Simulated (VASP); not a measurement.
Set up this calculation in VASP 6.6.1, as the native input.

| Item | Value |
| --- | --- |
| Task | single point |
| Functional | LDA |
| Potentials or basis | VASP PAW LDA potentials, release 64 (Rb_sv, Br) |
| Cutoff | 520 eV |
| k mesh | 4 × 4 × 4 |
| Occupations | gaussian, width 0.01 eV |
| Spin | no spin polarisation |
| Dipole correction | no |
| Further INCAR settings | ALGO = Normal; EDIFF = 1e-07; NBANDS = 15 |

The structure of RbBr lies in POSCAR:

```
RbBr
1.0
    4.1260770000      0.0000000000      0.0000000000
    0.0000000000      4.1260770000      0.0000000000
    0.0000000000      0.0000000000      4.1260770000
Rb Br
1 1
Direct
    0.0000000000      0.0000000000      0.0000000000
    0.5000000000      0.5000000000      0.5000000000
```

These files were run (other wordings do the same):

INCAR

```
SYSTEM = RbBr
PREC     = Accurate       ! precision mode
ENCUT    = 520            ! plane-wave cutoff, eV
EDIFF    = 1E-7           ! SCF threshold, eV
ISMEAR   = 0              ! smearing method
SIGMA    = 0.01           ! smearing width, eV
LREAL    = .False.        ! projectors in reciprocal space
LASPH    = .True.         ! aspherical terms in the spheres
NELM     = 80             ! most SCF steps
ALGO     = Normal         ! electronic algorithm
ISIF     = 2              ! what is computed and relaxed
LWAVE    = .False.        ! write WAVECAR
LCHARG   = .False.        ! write CHGCAR
NBANDS   = 15             ! bands
```

KPOINTS

```
Automatic mesh
0
Gamma
  4 4 4
  0 0 0
```

Potentials or basis: VASP PAW LDA potentials, release 64 (Rb_sv, Br).

The run is started by

```console
$ cat potpaw_LDA.64/Rb_sv/POTCAR potpaw_LDA.64/Br/POTCAR > POTCAR
$ mpirun -np 1 vasp_std > vasp.out
```

Results of the run:

```
Pressure               : -1.9 GPa
Band gap on the k mesh : 3.69 eV, indirect (least direct gap 3.84 eV)
```

Wall time 5.3 s on 1 thread of Intel(R) Xeon(R) Platinum 8488C (Sapphire Rapids) (shared host), peak memory 0.15 GiB.
